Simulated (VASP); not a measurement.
# Si48HC48 (a cell with a defect) in VASP: further runs, part 2 of 2

VASP 6.6.1. The steps go on from the part before.

## (3) Single point, PBEsol

INCAR

```
SYSTEM = Si48HC48
PREC     = Accurate       ! precision mode
ENCUT    = 520            ! plane-wave cutoff, eV
EDIFF    = 1E-6           ! SCF threshold, eV
ISMEAR   = -1             ! smearing method
SIGMA    = 0.05           ! smearing width, eV
LREAL    = Auto         
LASPH    = .TRUE.         ! aspherical terms in the spheres
NELM     = 100            ! most SCF steps
ALGO     = Normal         ! electronic algorithm
ISIF     = 2              ! what is computed and relaxed
LWAVE    = .FALSE.        ! write WAVECAR
LCHARG   = .FALSE.        ! write CHGCAR
GGA      = PS             ! functional
NBANDS   = 246            ! bands
NELECT   = 386.0
```

KPOINTS

```
Automatic mesh
0
G
  1 1 1
  0 0 0
```

POSCAR

```
Si48HC48
1.0
    9.2342040000      0.0000000000      0.0000000000
    0.0000000000     10.6627400000      0.0000000000
    0.0000000000      0.0000000000     10.0759470000
Si C H
48 48 1
Direct
    0.9989180000      0.0013820000      0.5000460000
    0.3332890000      0.0003000000      0.4998600000
    0.1676710000      0.2512050000      0.4998940000
    0.0008910000      0.5035810000      0.5028840000
    0.6675940000      0.9995870000      0.4997380000
    0.5039720000      0.2456530000      0.4995550000
    0.2675560000      0.5343060000      0.5262080000
    0.1626890000      0.7511470000      0.5031330000
    0.8349090000      0.2512720000      0.4997000000
    0.6717450000      0.5003330000      0.5000520000
    0.4997040000      0.7507630000      0.5001790000
    0.8320510000      0.7509460000      0.4996710000
    0.0006950000      0.1670510000      0.2499700000
    0.3339260000      0.1669970000      0.2493300000
    0.1675710000      0.4166640000      0.2500550000
    0.9991490000      0.6672330000      0.2495900000
    0.6677600000      0.1658080000      0.2489850000
    0.5047630000      0.4147280000      0.2449400000
    0.3336120000      0.6667250000      0.2500480000
    0.1664880000      0.9169290000      0.2503640000
    0.8347030000      0.4173640000      0.2503940000
    0.6665230000      0.6665220000      0.2495590000
    0.4999520000      0.9165780000      0.2497190000
    0.8335320000      0.9165060000      0.2495640000
    0.1663650000      0.0828250000      0.7492900000
    0.9986370000      0.3336320000      0.7497130000
    0.4998590000      0.0831940000      0.7480480000
    0.3340510000      0.3333740000      0.7491420000
    0.1630430000      0.5857900000      0.7478200000
    0.9992170000      0.8348510000      0.7503710000
    0.8325250000      0.0838230000      0.7486300000
    0.6666820000      0.3340090000      0.7484800000
    0.5000390000      0.5833260000      0.7501110000
    0.3318810000      0.8341800000      0.7500310000
    0.8318150000      0.5833220000      0.7502060000
    0.6659440000      0.8327330000      0.7489400000
    0.9995140000      0.9993950000      0.9997340000
    0.3332070000      0.9989860000      0.9995570000
    0.1667690000      0.2490410000      0.9994610000
    0.9999240000      0.4997130000      0.0000050000
    0.6664090000      0.9991640000      0.9990900000
    0.5002360000      0.2485350000      0.9981370000
    0.3327790000      0.4995810000      0.9998780000
    0.1658350000      0.7492410000      0.9999530000
    0.8334450000      0.2495370000      0.9997640000
    0.6673290000      0.4997490000      0.9984990000
    0.4998750000      0.7492770000      0.9997740000
    0.8323300000      0.7495590000      0.9996810000
    0.9999910000      0.0000910000      0.1868910000
    0.3333790000      0.9998880000      0.1869120000
    0.1672140000      0.2499830000      0.1868130000
    0.0009490000      0.5000960000      0.1872350000
    0.6668220000      0.9991880000      0.1864070000
    0.5011910000      0.2480320000      0.1844630000
    0.3353200000      0.4991370000      0.1888510000
    0.1665300000      0.7499440000      0.1872190000
    0.8338700000      0.2500130000      0.1871900000
    0.6690450000      0.5001500000      0.1844990000
    0.4998760000      0.7497110000      0.1870730000
    0.8328210000      0.7499320000      0.1865590000
    0.9987350000      0.0011280000      0.6869400000
    0.3333680000      0.0005860000      0.6865980000
    0.1666240000      0.2508040000      0.6872790000
    0.9961570000      0.4999720000      0.6899470000
    0.6664160000      0.0001260000      0.6869360000
    0.5000660000      0.2502610000      0.6862080000
    0.3336030000      0.5011610000      0.6951380000
    0.1651210000      0.7548660000      0.6904850000
    0.8331880000      0.2503750000      0.6866860000
    0.6658640000      0.5004080000      0.6869780000
    0.4992010000      0.7502310000      0.6872070000
    0.8324760000      0.7504610000      0.6870870000
    0.0008680000      0.1681890000      0.4382770000
    0.3345470000      0.1680600000      0.4379770000
    0.1620090000      0.4147320000      0.4360210000
    0.9962770000      0.6693270000      0.4366620000
    0.6699410000      0.1643700000      0.4371340000
    0.5218380000      0.4064170000      0.4297190000
    0.3329730000      0.6743210000      0.4366190000
    0.1653150000      0.9191900000      0.4383490000
    0.8352930000      0.4184640000      0.4386370000
    0.6656550000      0.6674610000      0.4379480000
    0.5000260000      0.9177610000      0.4380360000
    0.8336380000      0.9174150000      0.4379460000
    0.1664600000      0.0816430000      0.9376870000
    0.0001010000      0.3319760000      0.9384380000
    0.4998210000      0.0816680000      0.9367250000
    0.3334440000      0.3317740000      0.9380440000
    0.1655180000      0.5825540000      0.9389930000
    0.9985590000      0.8325260000      0.9386910000
    0.8329020000      0.0825250000      0.9377540000
    0.6668750000      0.3322580000      0.9371710000
    0.5000400000      0.5823850000      0.9385000000
    0.3333160000      0.8319770000      0.9385630000
    0.8332810000      0.5829590000      0.9380060000
    0.6660140000      0.8324800000      0.9373920000
    0.4221340000      0.4513700000      0.4628590000
```

Potentials or basis: VASP PAW PBE potentials, release 64 (Si, C, H).

Command:

```bash
$ cat potpaw_PBE.64/Si/POTCAR potpaw_PBE.64/C/POTCAR potpaw_PBE.64/H/POTCAR > POTCAR
$ mpirun -np 1 vasp_gam > vasp.out
```

Wall time 11 min (1 thread of Intel Xeon 8259CL, shared host); peak memory 0.92 GiB.

The run converged. Its results:

```
Free energy   : -750.5928 eV
Largest force : 0.037 eV/Å
```

Forces on the atoms (eV/Å):
```
Si  -0.002  0.008 -0.003
Si  -0.005 -0.002  0.001
Si  -0.001 -0.003  0.002
Si  -0.013 -0.004 -0.004
Si   0.000  0.000 -0.001
Si   0.000  0.000  0.002
Si   0.013 -0.020 -0.011
Si   0.000  0.012 -0.005
Si  -0.002 -0.001 -0.002
Si  -0.003  0.002  0.000
Si   0.001 -0.003 -0.002
Si  -0.002  0.003  0.001
Si  -0.004 -0.001 -0.003
Si   0.004  0.001 -0.003
Si  -0.003  0.004 -0.004
Si   0.001 -0.003 -0.009
Si  -0.002  0.002 -0.002
Si  -0.003 -0.001 -0.006
Si   0.000  0.001 -0.006
Si  -0.003 -0.003 -0.007
Si  -0.001 -0.002 -0.005
Si   0.000 -0.003 -0.008
Si   0.000  0.003 -0.005
Si   0.005  0.002 -0.004
Si  -0.002  0.001  0.001
Si  -0.002 -0.001  0.000
Si   0.000  0.000  0.001
Si  -0.001 -0.003  0.001
Si   0.001  0.003  0.016
Si  -0.007  0.003  0.006
Si   0.003  0.001  0.004
Si  -0.002 -0.003  0.002
Si   0.001  0.002 -0.003
Si   0.006  0.002  0.000
Si   0.001  0.003  0.005
Si  -0.004  0.002  0.004
Si  -0.001 -0.003  0.004
Si  -0.001 -0.002  0.003
Si   0.001  0.000  0.002
Si  -0.001  0.001  0.006
Si   0.002  0.000  0.006
Si   0.001 -0.001  0.001
Si  -0.002 -0.002  0.002
Si  -0.002 -0.001  0.005
Si  -0.004 -0.001  0.005
Si   0.003  0.001  0.003
Si   0.002 -0.002  0.002
Si   0.002 -0.001  0.005
C    0.001  0.002  0.000
C    0.002 -0.001  0.005
C   -0.002 -0.001  0.001
C    0.003 -0.001 -0.002
C   -0.003  0.001  0.004
C    0.001 -0.001  0.008
C    0.003 -0.006 -0.006
C   -0.003  0.000  0.004
C    0.004  0.003  0.004
C   -0.001  0.004  0.011
C   -0.002 -0.003  0.001
C    0.002 -0.001  0.003
C    0.001  0.001 -0.001
C    0.000 -0.003  0.002
C   -0.001 -0.002 -0.003
C   -0.001  0.001 -0.018
C   -0.002 -0.001  0.001
C   -0.001  0.000 -0.003
C    0.007  0.005 -0.001
C    0.001 -0.010  0.002
C    0.001  0.000  0.001
C   -0.004  0.003  0.000
C   -0.002  0.001 -0.002
C    0.009 -0.002 -0.003
C    0.004  0.003 -0.003
C   -0.011 -0.001  0.005
C    0.007  0.002  0.000
C    0.010 -0.004  0.004
C    0.000  0.003 -0.002
C    0.000 -0.019 -0.006
C    0.004  0.003  0.002
C    0.011  0.001  0.008
C    0.001  0.003  0.014
C    0.006 -0.011  0.005
C   -0.001  0.005 -0.002
C   -0.007  0.000  0.001
C    0.012  0.004  0.000
C    0.003  0.000 -0.010
C   -0.001  0.002  0.003
C   -0.007  0.001 -0.001
C    0.005  0.003 -0.005
C   -0.004 -0.004 -0.008
C   -0.002 -0.001 -0.003
C    0.001  0.003  0.000
C    0.000 -0.004 -0.010
C   -0.008  0.000 -0.004
C   -0.002 -0.002 -0.005
C    0.010  0.003 -0.002
H   -0.019  0.029  0.012
```

Levels at points of the mesh, in eV from the Fermi level:
```csv
k point,band 190,band 191,band 192,band 193,band 194,band 195,band 196,band 197
"(0.00, 0.00, 0.00)",-1.87,-1.84,-1.83,-0.27,0.27,0.70,1.13,1.17
```

Caveat: the k points lie up to 0.68 Å⁻¹ apart; the cell carries a net charge on a neutralising background, which shifts energy and pressure; the cell is charged against a uniform background, so pressure and absolute levels hang on convention; the PAW data sets were made with another functional, which shifts forces and pressure a little.
